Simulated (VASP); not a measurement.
# W (I4/mmm) in VASP: a series of runs

The runs below take W through single point, with PBEsol.

Program: VASP 6.6.1. These are calculated values, not measurements. Logs are shortened: lines on timing, memory, paths and dates and some standing lists are left out, and cuts for length are marked.

### Step 1. The cell of the first run

The structure is tetragonal, space group I4/mmm (No. 139). Conventional cell: a = 3.154 Å, b = 3.154 Å, c = 2.997 Å, α = 90.00°, β = 90.00°, γ = 90.00°. Within 3.5 Å of W (site symmetry 4/mmm) lie 14 W at 2.69 to 3.15 Å.

### Step 2. Single point, PBEsol (strain -0.0500 x Voigt [0, 1, 0, 0, 0, 0])

Input file INCAR:

```
SYSTEM = W
PREC = Accurate
ENCUT = 520
EDIFF = 1E-7
ISMEAR = 0
SIGMA = 0.15
LREAL = .False.
LASPH = .True.
NELM = 80
ALGO = Fast
ISIF = 2
LWAVE = .False.
LCHARG = .False.
GGA = PS
NBANDS = 13
```

Input file KPOINTS:

```
Automatic mesh
0
Gamma
  26 26 26
  0 0 0
```

Input file POSCAR:

```
W
1.0
   -1.5771801398      1.4983211328      1.5771801398
    1.5771801398     -1.4983211328      1.5771801398
    1.5771801398      1.4983211328     -1.5771801398
W
1
Direct
    0.0000000000      0.0000000000      0.0000000000
```

Potentials or basis: VASP PAW PBE potentials, release 64 (W_sv).

The run is started by

```
$ cat potpaw_PBE.64/W_sv/POTCAR > POTCAR
$ mpirun -np 1 vasp_std > vasp.out
```

OUTCAR:

```text
SYSTEM = W
   PREC = Accurate
   ENCUT = 520
   EDIFF = 1E-7
   ISMEAR = 0
   LREAL = .False.
   LASPH = .True.
   NELM = 80
   ISIF = 2
   GGA = PS

 ion  position               nearest neighbor table
   1  0.000  0.000  0.000-

  LATTYP: Found a body centered tetragonal cell.
 ALAT       =     3.1543602796
 C/A-ratio  =     0.9500000000

  Lattice vectors:

 A1 = (  -1.5771801398,  -1.4983211328,   1.5771801398)
 A2 = (   1.5771801398,  -1.4983211328,  -1.5771801398)
 A3 = (   1.5771801398,   1.4983211328,   1.5771801398)

Analysis of symmetry for initial positions (statically):
=====================================================================
 Subroutine PRICEL returns:
 Original cell was already a primitive cell.

 Routine SETGRP: Setting up the symmetry group for a
 body centered tetragonal supercell.

 Subroutine GETGRP returns: Found 16 space group operations
 (whereof 16 operations were pure point group operations)
 out of a pool of 16 trial point group operations.

The static configuration has the point symmetry D_4h.

Analysis of symmetry for dynamics (positions and initial velocities):
=====================================================================
 Subroutine PRICEL returns:
 Original cell was already a primitive cell.

 Routine SETGRP: Setting up the symmetry group for a
 body centered tetragonal supercell.

 Subroutine GETGRP returns: Found 16 space group operations
 (whereof 16 operations were pure point group operations)
 out of a pool of 16 trial point group operations.

The dynamic configuration has the point symmetry D_4h.

 Subroutine INISYM returns: Found 16 space group operations
 (whereof 16 operations are pure point group operations),
 and found     1 'primitive' translations

----------------------------------------------------------------------------------------

                                     Primitive cell

  volume of cell :      14.9083

  direct lattice vectors                    reciprocal lattice vectors
    -1.577180140  1.498321133  1.577180140     0.000000000  0.333706833  0.317021491
     1.577180140 -1.498321133  1.577180140     0.317021491  0.000000000  0.317021491
     1.577180140  1.498321133 -1.577180140     0.317021491  0.333706833  0.000000000

  length of vectors
     2.686998438  2.686998438  2.686998438     0.460285646  0.448336093  0.460285646

  position of ions in fractional coordinates (direct lattice)
     0.000000000  0.000000000  0.000000000

  ion indices of the primitive-cell ions
   primitive index   ion index
                 1           1

----------------------------------------------------------------------------------------

 KPOINTS: Automatic mesh

Automatic generation of k-mesh.
 Grid dimensions read from file:
 generate k-points for:   26   26   26

 Generating k-lattice:

  Cartesian coordinates                     Fractional coordinates (reciprocal lattice)
     0.000000000  0.012834878  0.012193134     0.038461538 -0.000000000  0.000000000
     0.012193134  0.000000000  0.012193134     0.000000000  0.038461538  0.000000000
     0.012193134  0.012834878  0.000000000     0.000000000 -0.000000000  0.038461538

  Length of vectors
     0.017703294  0.017243696  0.017703294

  Shift w.r.t. Gamma in fractional coordinates (k-lattice)
     0.000000000  0.000000000  0.000000000

 Subroutine IBZKPT returns following result:
 ===========================================

 Found   1330 irreducible k-points:

 Following reciprocal coordinates:
            Coordinates               Weight
  0.000000  0.000000  0.000000      1.000000
  0.038462  0.000000  0.000000      8.000000
  0.076923  0.000000  0.000000      8.000000
  0.115385  0.000000 -0.000000      8.000000
  0.153846  0.000000 -0.000000      8.000000
  0.192308  0.000000  0.000000      8.000000
[... 16 lines left out ...]
  0.307692  0.038462 -0.000000     16.000000
  0.346154  0.038462  0.000000     16.000000
 [... further k-points ...]
   k-points           NKPTS =   1330   k-points in BZ     NKDIM =   1330   number of bands    NBANDS=     13
   number of dos      NEDOS =    301   number of ions     NIONS =      1
   total plane-waves  NPLWV =   8000
   dimension x,y,z NGX =    20 NGY =   20 NGZ =   20
   dimension x,y,z NGXF=    40 NGYF=   40 NGZF=   40
   ions per type =               1
   NGX,Y,Z   is equivalent  to a cutoff of  12.37, 12.37, 12.37 a.u.
   NGXF,Y,Z  is equivalent  to a cutoff of  24.75, 24.75, 24.75 a.u.
 SYSTEM =  W
   PREC   = accura    normal or accurate (medium, high low for compatibility)
   ISTART =      0    job   : 0-new  1-cont  2-samecut
   ICHARG =      2    charge: 1-file 2-atom 10-const
   ISPIN  =      1    spin polarized calculation?
   LNONCOLLINEAR =      F non collinear calculations
   LSORBIT =      F    spin-orbit coupling
   LASPH  =      T    aspherical Exc in radial PAW
   ENCUT  =  520.0 eV  38.22 Ry    6.18 a.u.   5.00  5.00  5.00*2*pi/ulx,y,z
   NELM   =     80;   NELMIN=  2; NELMDL= -5     # of ELM steps
   EDIFF  = 0.1E-06   stopping-criterion for ELM
   LREAL  =      F    real-space projection
   EDIFFG = 0.1E-05   stopping-criterion for IOM
   NSW    =      0    number of steps for IOM
   IBRION =     -1    ionic relax: 0-MD 1-quasi-New 2-CG
   NFREE  =      0    steps in history (QN), initial steepest desc. (CG)
   ISIF   =      2    stress and relaxation
   ISYM   =      2    0-nonsym 1-usesym 2-fastsym
   POTIM  = 0.5000    time-step for ionic-motion
   TEBEG  =    0.0;   TEEND  =   0.0 temperature during run
   PSTRESS=    0.0 pullay stress
   NELECT =      14.0000    total number of electrons
   NUPDOWN=      -1.0000    fix difference up-down
   EMIN   =  10.00;   EMAX   =-10.00  energy-range for DOS
   EFERMI =   0.00;   METHOD = LEGACY
   ISMEAR =     0;   SIGMA  =   0.15  broadening in eV -4-tet -1-fermi 0-gaus
   EFERMI_NEDOS =   21; number of points for ismear=-14 and -15
   IALGO  =     68    algorithm
   IMIX   =      4    mixing-type and parameters
     AMIX     =   0.40;   BMIX     =  1.00
     AMIX_MAG =   1.60;   BMIX_MAG =  1.00
  volume/ion in A,a.u.               =      14.91       100.61
  Fermi-wavevector in a.u.,A,eV,Ry     =   1.603153  3.029520 34.968333  2.570100
  Thomas-Fermi vector in A             =   2.699861
   LORBIT       =      0    0 simple, 1 ext, 2 COOP (PROOUT), +10 PAW based schemes
   GGA     = PS    functional components
   LHFCALC =     F    Hartree Fock is set to
   AEXX    =    0.0000 exact exchange contribution
   IVDW    =     0    specifies the selected vdW correction
   LEPSILON=     F    determine dielectric tensor
   LRPA    =     F    only Hartree local field effects (RPA)
 non-spin polarized calculation
 RMM-DIIS sequential band-by-band and
 Gauss-broadening in eV      SIGMA  =   0.15
  energy-cutoff  :      520.00
  volume of cell :       14.91
 maximum number of plane-waves:       418
   NGX =  9   NGY =  9   NGZ =  9

 number of electron      13.9999999 magnetization

 Free energy of the ion-electron system (eV)
  ---------------------------------------------------
  ext. energy  EPLUGINS =         0.00000000
  ---------------------------------------------------
  free energy    TOTEN  =       -13.72916233 eV

  energy without entropy =      -13.72426274  energy(sigma->0) =      -13.72671253

 E-fermi :  12.1997     XC(G=0): -14.1115

 val. band max:       12.1879179685   @ k =  -0.3077   0.4615   0.2692
 cond. band min:      12.2058552202   @ k =  -0.1923   0.0769   0.0000
 fundamental gap:      0.0179372517
 Fermi energy:        12.1996781104

 k-point     1 :       0.0000    0.0000    0.0000
  band No.  band energies     occupation
      1     -61.8873      2.00000
      2     -25.3531      2.00000
      3     -25.3531      2.00000
      4     -25.3225      2.00000
      5       2.1941      2.00000
      6      10.3616      2.00000
      7      11.1212      2.00000
      8      11.1212      2.00000
      9      14.0140      0.00000
     10      15.0523      0.00000
     11      26.5423      0.00000
     12      26.5423      0.00000
     13      27.6018      0.00000

 k-point     2 :       0.0385    0.0000    0.0000
  band No.  band energies     occupation
      1     -61.8847      2.00000
      2     -25.3698      2.00000
      3     -25.3611      2.00000
      4     -25.3318      2.00000
      5       2.2739      2.00000
      6      10.3752      2.00000
      7      11.1051      2.00000
      8      11.1307      2.00000
      9      14.0041      0.00000
     10      14.9825      0.00000
     11      26.6798      0.00000
     12      26.6889      0.00000
     13      27.7286      0.00000

 k-point     3 :       0.0769    0.0000    0.0000
  band No.  band energies     occupation
      1     -61.8771      2.00000
      2     -25.4384      2.00000
      3     -25.3845      2.00000
      4     -25.3389      2.00000
      5       2.5087      2.00000
      6      10.3584      2.00000
      7      11.0477      2.00000
      8      11.2223      2.00000
      9      13.9752      0.00000
     10      14.8158      0.00000
     11      27.0532      0.00000
     12      27.0853      0.00000
     13      28.1243      0.00000

 k-point     4 :       0.1154    0.0000   -0.0000
  band No.  band energies     occupation
      1     -61.8648      2.00000
      2     -25.5541      2.00000
      3     -25.4217      2.00000
      4     -25.3431      2.00000
      5       2.8842      2.00000
      6      10.2227      2.00000
      7      10.9286      2.00000
      8      11.4992      2.00000
      9      13.9362      0.00000
     10      14.6478      0.00000
     11      27.4725      0.00000
     12      27.7393      0.00000
     13      28.7772      0.00000

 k-point     5 :       0.1538    0.0000   -0.0000
  band No.  band energies     occupation
      1     -61.8487      2.00000
      2     -25.7051      2.00000
      3     -25.4705      2.00000
      4     -25.3475      2.00000
      5       3.3748      2.00000
      6       9.9814      2.00000
      7      10.7375      2.00000
      8      11.9668      1.97186
      9      13.9201      0.00000
     10      14.5524      0.00000
     11      27.8055      0.00000
     12      28.6153      0.00000
     13      29.5355      0.00000
[... 257 lines left out ...]
 k-point    22 :       0.2692    0.0385    0.0000
  band No.  band energies     occupation
      1     -61.7755      2.00000
      2     -26.3486      2.00000
      3     -25.6857      2.00000
      4     -25.3710      2.00000
      5       5.2687      2.00000
      6       8.9323      2.00000
      7      10.2747      2.00000
      8      14.2635      0.00000
      9      14.7994      0.00000
     10      14.9162      0.00000
     11      26.5478      0.00000
     12      29.3566      0.00000
     13      32.7205      0.00000

 k-point    23 :       0.3077    0.0385   -0.0000
  band No.  band energies     occupation
      1     -61.7552      2.00000
      2     -26.5173      2.00000
      3     -25.7454      2.00000
      4     -25.3766      2.00000
      5       5.5333      2.00000
      6       8.6689      2.00000
      7      10.6135      2.00000
      8      14.5244      0.00000
      9      15.0354      0.00000
     10      15.8041      0.00000
     11      25.7559      0.00000
     12      28.2887      0.00000
     13      33.8892      0.00000

 k-point    24 :       0.3462    0.0385    0.0000
  band No.  band energies     occupation
      1     -61.7372      2.00000
      2     -26.6634      2.00000
      3     -25.7974      2.00000
      4     -25.3817      2.00000
      5       5.6259      2.00000
      6       8.4462      2.00000
      7      11.2000      2.00000
      8      14.6651      0.00000
      9      15.3056      0.00000
     10      16.7929      0.00000
     11      25.0368      0.00000
     12      27.0933      0.00000
     13      32.5123      0.00000

 [... further k-points ...]

------------------------ aborting loop because EDIFF is reached ----------------------------------------

  FORCE on cell =-STRESS in cart. coord.  units (eV):
  Direction    XX          YY          ZZ          XY          YZ          ZX
  --------------------------------------------------------------------------------------
  -------------------------------------------------------------------------------------
  Total        1.2250399      3.0839680      1.2250399     -0.0000000      0.0000000      0.0000000
  in kB      131.6537757    331.4308626    131.6537757     -0.0000000      0.0000000      0.0000000
  external PRESSURE =     198.2461380 kB  Pullay stress =       0.0000000 kB

 VOLUME and BASIS-vectors are now :
 -----------------------------------------------------------------------------
  energy-cutoff  :      520.00
  volume of cell :       14.91
      direct lattice vectors                 reciprocal lattice vectors
    -1.577180140  1.498321133  1.577180140     0.000000000  0.333706833  0.317021491
     1.577180140 -1.498321133  1.577180140     0.317021491  0.000000000  0.317021491
     1.577180140  1.498321133 -1.577180140     0.317021491  0.333706833  0.000000000

 POSITION                                       TOTAL-FORCE (eV/Angst)
 -----------------------------------------------------------------------------------
      0.00000      0.00000      0.00000        -0.000000      0.000000     -0.000000
 -----------------------------------------------------------------------------------
    total drift:                                0.000000     -0.000000      0.000000

  FREE ENERGIE OF THE ION-ELECTRON SYSTEM (eV)
  ---------------------------------------------------
  free  energy   TOTEN  =       -13.7291623252 eV

  energy  without entropy=      -13.7242627400  energy(sigma->0) =      -13.72671253
```

Run time: 2.1 min. Hardware: 1 thread of Intel Xeon Platinum 8488C (Sapphire Rapids), shared host; peak memory 0.34 GiB.

Results:

```yaml
Free_energy: -13.7292 eV
Pressure: 19.8 GPa
Band_gap_on_the_k_mesh: zero (bands 7 and 8 overlap by 6.91 eV)
```

Stress tensor (GPa, compression positive):
```
13.17  0.00  0.00
 0.00 33.14  0.00
 0.00  0.00 13.17
```

Caveat: the cell differs from its parent crystal (strain -0.0500 x Voigt [0, 1, 0, 0, 0, 0]); the stress differs along the axes, from 13 to 33 GPa; the PAW data sets were made with another functional, which shifts forces and pressure a little; spin-orbit coupling is left out, which moves the levels of the heavy elements.

### Step 3. Single point, PBEsol (strain -0.0250 x Voigt [0, 1, 0, 0, 0, 0])

Input file INCAR:

```
  PREC = Accurate
  ENCUT = 520
  EDIFF = 1E-7
  ISMEAR = 0
  SIGMA = 0.15
  LREAL = False
  LASPH = True
  NELM = 80
  ALGO = Fast
  ISIF = 2
  LWAVE = False
  LCHARG = True
  GGA = PS
  LELF = True
  LVHAR = True
  NBANDS = 13
```

Input file KPOINTS:

```
regular mesh
0
Gamma
  26 26 26
```

Input file POSCAR:

```
W
1.0
   -1.5771801398      1.5377506363      1.5771801398
    1.5771801398     -1.5377506363      1.5771801398
    1.5771801398      1.5377506363     -1.5771801398
W
1
Direct
    0.0000000000      0.0000000000      0.0000000000
```

Potentials or basis: VASP PAW PBE potentials, release 64 (W_sv).

The run is started by

```
$ cat potpaw_PBE.64/W_sv/POTCAR > POTCAR
$ mpirun -np 1 vasp_std > vasp.out
```

Run time: 2.4 min. Hardware: 1 thread of Intel Xeon Platinum 8488C (Sapphire Rapids), shared host; peak memory 0.34 GiB.

Results (log left out):

| Item | Value |
| --- | --- |
| Free energy | -13.7883 eV |
| Pressure | 9.4 GPa |
| Band gap on the k mesh | zero (bands 7 and 8 overlap by 6.65 eV) |

Stress tensor (GPa, compression positive):
```
 6.41  0.00  0.00
 0.00 15.49  0.00
 0.00  0.00  6.41
```

Levels at points of the mesh, in eV from the Fermi level:
```csv
k point,band 3,band 4,band 5,band 6,band 7,band 8,band 9,band 10,band 11,band 12
"(0.00, 0.00, 0.00)",-37.62,-37.61,-9.86,-1.54,-1.19,-1.19,2.05,2.54,14.44,14.44
"(0.50, 0.00, 0.00)",-38.10,-37.64,-6.54,-3.88,0.89,2.32,3.40,6.49,11.55,11.71
"(0.00, 0.50, 0.00)",-38.06,-37.61,-6.54,-3.52,0.67,1.91,3.09,6.42,11.51,11.65
"(0.50, 0.50, 0.50)",-38.66,-38.57,-6.20,-6.12,5.39,5.39,5.50,8.30,8.30,9.00
```

Caveat: the cell differs from its parent crystal (strain -0.0250 x Voigt [0, 1, 0, 0, 0, 0]); the stress differs along the axes, from 6 to 15 GPa; the PAW data sets were made with another functional, which shifts forces and pressure a little; spin-orbit coupling is left out, which moves the levels of the heavy elements.
